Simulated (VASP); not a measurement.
Wanted: the native input for a VASP 6.6.1 run.

| Item | Value |
| --- | --- |
| Task | single point |
| Functional | PBE |
| Potentials or basis | VASP PAW PBE potentials, release 64 (Fe, Si) |
| Cutoff | 520 eV |
| k mesh | 6 × 6 × 4 |
| Occupations | gaussian, width 0.1 eV |
| Spin | collinear spin, ferromagnetic start |
| Starting moments | [4.0, 4.0, 4.0, 4.0, 0.0] μB |
| Dipole correction | no |
| Further INCAR settings | ALGO = Fast; EDIFF = 1e-06; NBANDS = 30 |

The structure of Fe4Si lies in POSCAR:

```
Fe4Si
1.0
    4.2215594000      0.0000000000      0.0000000000
   -2.1107797000      3.6559776800      0.0000000000
    0.0000000000      0.0000000000      4.0060174000
Fe Si
4 1
Direct
    0.5000000000      0.0000000000      0.5000000000
    0.0000000000      0.5000000000      0.5000000000
    0.5000000000      0.5000000000      0.5000000000
    0.0000000000      0.0000000000      0.0000000000
    0.0000000000      0.0000000000      0.5000000000
```

The cell was generated, and may not be a known phase.

The input as run:

INCAR

```
ALGO = Fast
EDIFF = 1E-6
ENCUT = 520
GGA = PE
ISIF = 2
ISMEAR = 0
ISPIN = 2
LASPH = True
LCHARG = False
LMAXMIX = 4
LORBIT = 11
LREAL = False
LWAVE = False
MAGMOM = 4 4 4 4 0
NBANDS = 30
NELM = 150
PREC = Accurate
SIGMA = 0.1
```

KPOINTS

```
k-points
0
Gamma
  6 6 4
```

Potentials or basis: VASP PAW PBE potentials, release 64 (Fe, Si).

Run with:

```sh
$ cat potpaw_PBE.64/Fe/POTCAR potpaw_PBE.64/Si/POTCAR > POTCAR
$ mpirun -np 1 vasp_std > vasp.out
```

Results of the run:

```yaml
Pressure: 60.9 GPa
Net_moment: 6.65 μB per cell
Site_moments: Fe +1.56, +2.02 (each value once); Si -0.10 μB
Valence_electrons_inside_the_program's_atomic_spheres: Fe 7.98, 7.36 (each value once); Si 2.11
```

Caveat: the k points lie up to 0.39 Å⁻¹ apart.

Run time: 7.3 min on 1 thread of Intel(R) Xeon(R) Platinum 8259CL CPU @ 2.50GHz (Skylake/Cascade Lake), with other jobs on the host, peak memory 0.23 GiB.
